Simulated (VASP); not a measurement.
# CdS in VASP: a series of runs, part 2 of 2

VASP 6.6.1.

### Step 4. Single point, PBE (atom 1 (Cd) moved by [0.017321, 0.017321, 0.017321] A)

The input, INCAR:

```
  PREC = Accurate
  ENCUT = 520
  EDIFF = 1E-7
  ISMEAR = -1
  SIGMA = 0.03
  LREAL = F
  LASPH = T
  NELM = 60
  ALGO = Normal
  ISIF = 2
  LWAVE = F
  LCHARG = F
  GGA = PE
  NBANDS = 16
```

The input, KPOINTS:

```
Automatic mesh
0
Gamma
  9 9 9
```

The input, POSCAR:

```
CdS
1.0
    0.0000000000      2.9100000000      2.9100000000
    2.9100000000      0.0000000000      2.9100000000
    2.9100000000      2.9100000000      0.0000000000
Cd S
1 1
Direct
    0.0029761168      0.0029761168      0.0029761168
    0.7500000000      0.7500000000      0.7500000000
```

Potentials or basis: VASP PAW PBE potentials, release 64 (Cd, S).

The run is started by

```bash
cat potpaw_PBE.64/Cd/POTCAR potpaw_PBE.64/S/POTCAR > POTCAR
mpirun -np 1 vasp_std > vasp.out
```

OUTCAR:

```text
PREC = Accurate
   ENCUT = 520
   EDIFF = 1E-7
   ISMEAR = -1
   LREAL = F
   LASPH = T
   NELM = 60
   ISIF = 2
   GGA = PE

 ion  position               nearest neighbor table
   1  0.003  0.003  0.003-   2 2.51   2 2.51   2 2.51   2 2.55
   2  0.750  0.750  0.750-   1 2.51   1 2.51   1 2.51   1 2.55

  LATTYP: Found a face centered cubic cell.
 ALAT       =     5.8200000000

  Lattice vectors:

 A1 = (   0.0000000000,   2.9100000000,   2.9100000000)
 A2 = (   2.9100000000,   0.0000000000,   2.9100000000)
 A3 = (   2.9100000000,   2.9100000000,   0.0000000000)

Analysis of symmetry for initial positions (statically):
=====================================================================
 Subroutine PRICEL returns:
 Original cell was already a primitive cell.

 Routine SETGRP: Setting up the symmetry group for a
 face centered cubic supercell.

 Subroutine GETGRP returns: Found  6 space group operations
 (whereof  6 operations were pure point group operations)
 out of a pool of 48 trial point group operations.

The static configuration has the point symmetry C_3v.

Analysis of symmetry for dynamics (positions and initial velocities):
=====================================================================
 Subroutine PRICEL returns:
 Original cell was already a primitive cell.

 Routine SETGRP: Setting up the symmetry group for a
 face centered cubic supercell.

 Subroutine GETGRP returns: Found  6 space group operations
 (whereof  6 operations were pure point group operations)
 out of a pool of 48 trial point group operations.

The dynamic configuration has the point symmetry C_3v.

 Subroutine INISYM returns: Found  6 space group operations
 (whereof  6 operations are pure point group operations),
 and found     1 'primitive' translations

[... 110 lines left out ...]
   EFERMI_NEDOS =   21; number of points for ismear=-14 and -15
   IALGO  =     38    algorithm
   IMIX   =      4    mixing-type and parameters
     AMIX     =   0.40;   BMIX     =  1.00
     AMIX_MAG =   1.60;   BMIX_MAG =  1.00
  volume/ion in A,a.u.               =      24.64       166.29
  Fermi-wavevector in a.u.,A,eV,Ry     =   1.170207  2.211371 18.631605  1.369384
  Thomas-Fermi vector in A             =   2.306669
   LORBIT       =      0    0 simple, 1 ext, 2 COOP (PROOUT), +10 PAW based schemes
   GGA     = PE    functional components
   LHFCALC =     F    Hartree Fock is set to
   AEXX    =    0.0000 exact exchange contribution
   IVDW    =     0    specifies the selected vdW correction
   LEPSILON=     F    determine dielectric tensor
   LRPA    =     F    only Hartree local field effects (RPA)
 non-spin polarized calculation
  energy-cutoff  :      520.00
  volume of cell :       49.28
 maximum number of plane-waves:      1363
   NGX = 15   NGY = 15   NGZ = 15

 number of electron      18.0000000 magnetization

 Free energy of the ion-electron system (eV)
  ---------------------------------------------------
  ext. energy  EPLUGINS =         0.00000000
  ---------------------------------------------------
  free energy    TOTEN  =        -6.11199829 eV

  energy without entropy =       -6.11199829  energy(sigma->0) =       -6.11199829

 E-fermi :   1.9969     XC(G=0):  -9.1812

 val. band max:        1.3796691172   @ k =   0.0000   0.0000   0.0000
 cond. band min:       2.5374088913   @ k =   0.0000   0.0000   0.0000
 fundamental gap:      1.1577397741
 Fermi energy:         1.9969453519

 k-point     1 :       0.0000    0.0000    0.0000
  band No.  band energies     occupation
      1     -11.0406      2.00000
      2      -6.3944      2.00000
      3      -6.3944      2.00000
      4      -6.3564      2.00000
      5      -5.8925      2.00000
      6      -5.8925      2.00000
[... 433 lines left out ...]
      3      -6.2445      2.00000
      4      -5.8953      2.00000
      5      -5.8908      2.00000
      6      -5.7167      2.00000
[... 8 lines left out ...]
     15      13.0785      0.00000
     16      13.8761      0.00000

 [... further k-points ...]

------------------------ aborting loop because EDIFF is reached ----------------------------------------

  FORCE on cell =-STRESS in cart. coord.  units (eV):
  Direction    XX          YY          ZZ          XY          YZ          ZX
  --------------------------------------------------------------------------------------
  -------------------------------------------------------------------------------------
  Total        1.1349227      1.1349227      1.1349227     -0.1239233     -0.1239233     -0.1239233
  in kB       36.8950333     36.8950333     36.8950333     -4.0286049     -4.0286049     -4.0286049
  external PRESSURE =      36.8950333 kB  Pullay stress =       0.0000000 kB

 VOLUME and BASIS-vectors are now :
 -----------------------------------------------------------------------------
  energy-cutoff  :      520.00
  volume of cell :       49.28
      direct lattice vectors                 reciprocal lattice vectors
     0.000000000  2.910000000  2.910000000    -0.171821306  0.171821306  0.171821306
     2.910000000  0.000000000  2.910000000     0.171821306 -0.171821306  0.171821306
     2.910000000  2.910000000  0.000000000     0.171821306  0.171821306 -0.171821306

 POSITION                                       TOTAL-FORCE (eV/Angst)
 -----------------------------------------------------------------------------------
      0.01732      0.01732      0.01732        -0.086890     -0.086890     -0.086890
      4.36500      4.36500      4.36500         0.086890      0.086890      0.086890
 -----------------------------------------------------------------------------------
    total drift:                                0.000008      0.000008      0.000008

  FREE ENERGIE OF THE ION-ELECTRON SYSTEM (eV)
  ---------------------------------------------------
  free  energy   TOTEN  =        -6.1119982878 eV

  energy  without entropy=       -6.1119982878  energy(sigma->0) =       -6.11199829
```

OSZICAR:

```text
N       E                     dE             d eps       ncg     rms          rms(c)
DAV:   1     0.110460240638E+03    0.11046E+03   -0.90606E+03  2768   0.103E+03
DAV:   2    -0.235387442092E+01   -0.11281E+03   -0.10646E+03  3248   0.256E+02
DAV:   3    -0.662918879733E+01   -0.42753E+01   -0.42675E+01  3368   0.518E+01
DAV:   4    -0.665529463879E+01   -0.26106E-01   -0.26103E-01  3504   0.399E+00
DAV:   5    -0.665563767553E+01   -0.34304E-03   -0.34304E-03  3248   0.431E-01    0.825E+00
DAV:   6    -0.613125219136E+01    0.52439E+00   -0.83247E-01  4264   0.116E+01    0.660E+00
DAV:   7    -0.611158078442E+01    0.19671E-01   -0.20031E-01  3536   0.307E+00    0.319E+00
DAV:   8    -0.611189105676E+01   -0.31027E-03   -0.18550E-02  3360   0.174E+00    0.315E-01
DAV:   9    -0.611180553158E+01    0.85525E-04   -0.21225E-03  3256   0.691E-01    0.585E-02
DAV:  10    -0.611192423212E+01   -0.11870E-03   -0.24257E-04  3456   0.161E-01    0.652E-02
DAV:  11    -0.611200498061E+01   -0.80748E-04   -0.12644E-04  3344   0.908E-02    0.212E-02
DAV:  12    -0.611199733985E+01    0.76408E-05   -0.25375E-05  3672   0.665E-02    0.102E-02
DAV:  13    -0.611199863401E+01   -0.12942E-05   -0.44428E-06  3216   0.128E-02    0.131E-02
DAV:  14    -0.611199829829E+01    0.33572E-06   -0.38920E-07  3584   0.357E-03    0.508E-03
DAV:  15    -0.611199828784E+01    0.10450E-07   -0.28702E-08  2136   0.113E-03
   1 F= -.61119983E+01 E0= -.61119983E+01  d E =-.296257E-10
```

Run time: 81 s. Hardware: 1 thread of Intel Xeon 6975P-C, shared host; peak memory 0.21 GiB.

What came out:

* Free energy: -6.1120 eV
* Pressure: 3.7 GPa
* Largest force: 0.150 eV/Å
* Band gap on the k mesh: 1.16 eV, direct

Forces on the atoms (eV/Å):
```
Cd  -0.087 -0.087 -0.087
S    0.087  0.087  0.087
```

Levels at points of the mesh, in eV from the valence-band top:
| k point | band 7 | band 8 | band 9 | band 10 | band 11 | band 12 |
| --- | --- | --- | --- | --- | --- | --- |
| (0.00, 0.00, 0.00) | -0.01 | -0.01 | 0.00 | 1.16 | 6.53 | 6.54 |

Caveat: the cell differs from its parent crystal (atom 1 (Cd) moved by [0.017321, 0.017321, 0.017321] A).

### Step 5. Overview

```tsv
cell	gap on the mesh (eV)	pressure (GPa)
a = 4.085, b = 4.085, c = 4.054 Å, angles 60.3, 60.3, 59.5°, 2 atoms	1.21	5.9
a = 4.137, b = 4.137, c = 4.075 Å, angles 60.5, 60.5, 59.0°, 2 atoms	1.13	3.6
a = 4.115 Å, angles 60.0°, 2 atoms	1.16	3.7
```

Alike in all rows: task single point; level PBE; potentials or basis VASP PAW PBE potentials, release 64 (Cd, S); no spin polarisation; k mesh 9 × 9 × 9; cutoff (eV) 520; smearing fermi-dirac 0.03 eV.

Total energies depend on the potentials used, so only differences within one code and one set of settings carry meaning.
